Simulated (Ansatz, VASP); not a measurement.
## One calculation of Zr12O, two programs

```
Zr O
1.0
     6.46000    0.00000    0.00000
    -4.84500    8.39179    0.00000
     0.00000    0.00000    5.14539
Zr O
12 1
Direct
  0.99894 0.00010 0.99483
  0.16723 0.22269 0.50477
  0.99870 0.33178 0.99979
  0.16673 0.55537 0.50224
  0.00019 0.66652 0.99708
  0.16623 0.88762 0.49963
  0.50127 0.00053 0.99515
  0.66729 0.22281 0.50435
  0.50068 0.33449 0.00145
  0.66709 0.55578 0.50335
  0.49871 0.66559 0.99925
  0.66644 0.88880 0.50230
  0.83301 0.11029 0.25294
```

Alike in both runs: functional PBE; dispersion D3(BJ); k mesh 3 × 2 × 3; occupations fermi-dirac, width 0.15 eV; no spin polarisation.

Ansatz relaxed the structure, and its values are those at the end. VASP's run is a single point on that final structure, the one shown.

|  | VASP | Ansatz |
| --- | --- | --- |
| version | VASP 6.6.1 | Ansatz 0.2.0 |
| potentials or method | VASP PAW PBE potentials, release 64 (Zr_sv, O), cutoff 520 eV | scalar-relativistic, plane waves, PAW |
| valence electrons in the cell | 150 | 150 |

|  | VASP | Ansatz | Ansatz less VASP |
| --- | --- | --- | --- |
| rms of the force components (eV/Å) | 0.031 | 0.034 | +0.0026 |

The k mesh is coarse, so the values compare programs but aren't converged.
